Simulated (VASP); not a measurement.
A run of VASP 6.6.1 is set up as follows.

File INCAR:

```
  ALGO = Normal
  EDIFF = 1E-6
  ENCUT = 520
  GGA = PE
  ISIF = 2
  ISMEAR = 0
  LASPH = T
  LCHARG = T
  LELF = T
  LREAL = Auto
  LVHAR = T
  LWAVE = F
  NBANDS = 166
  NELM = 60
  PREC = Accurate
  SIGMA = 0.02
```

KPOINTS

```
Automatic mesh
0
Gamma
  3 3 2
  0 0 0.5
```

File POSCAR:

```
ZnO
1.0
    6.5587748860     -0.0000000001      0.0000000000
   -3.2793874431     -5.6800656690      0.0000000000
    0.0000000000      0.0000000000    -10.5863553027
Zn O
16 16
Direct
    0.1654319604      0.3339230677      0.2486192871
    0.1655884465      0.3338878324      0.7486733097
    0.6656819047      0.3339626562      0.2486227339
    0.6655807476      0.3339457837      0.7484660502
    0.1652769426      0.8338798090      0.2485938387
    0.1658011319      0.8341280900      0.7487270749
    0.6651695246      0.8338989605      0.2486241258
    0.6657206944      0.8337184635      0.7486935618
    0.8324508868      0.1676858982      0.4987834018
    0.8321623186      0.1667821274      0.9985550282
    0.3322161837      0.1674424781      0.4983942251
    0.3325450837      0.1671703737      0.9987835328
    0.8322796017      0.6675498044      0.4986138297
    0.8321499106      0.6669610578      0.9986419118
    0.3322952467      0.6675732361      0.4986830256
    0.3320351818      0.6667741948      0.9986164564
    0.1653868365      0.3334632894      0.0591192955
    0.1657294887      0.3341461631      0.5591212843
    0.6657466354      0.3336426303      0.0592249817
    0.6655043810      0.3341250154      0.5591385134
    0.1654729446      0.8336987839      0.0591104273
    0.1656433729      0.8342154069      0.5591558120
    0.6653289701      0.8335401767      0.0591029189
    0.6656122507      0.8342063836      0.5591036165
    0.8321347156      0.1671714038      0.3091783357
    0.8321986775      0.1672591607      0.8091153822
    0.3322781694      0.1672847920      0.3089632447
    0.3323381801      0.1674580268      0.8092899549
    0.8320236200      0.6672707366      0.3090987151
    0.8323358863      0.6673409059      0.8091320892
    0.3319387561      0.6672101662      0.3090881928
    0.3322188982      0.6672618371      0.8091408264
```

Potentials or basis: VASP PAW PBE potentials, release 64 (Zn, O).

Run with:

```console
$ cat potpaw_PBE.64/Zn/POTCAR potpaw_PBE.64/O/POTCAR > POTCAR
$ mpirun -np 1 vasp_std > vasp.out
```

(1) Estimate the largest force.

(2) Estimate the band gap on the k mesh.

Results:

(1) 0.018 eV/Å.

(2) 1.18 eV.

Caveat: a shifted mesh leaves out Γ, where band edges can lie.
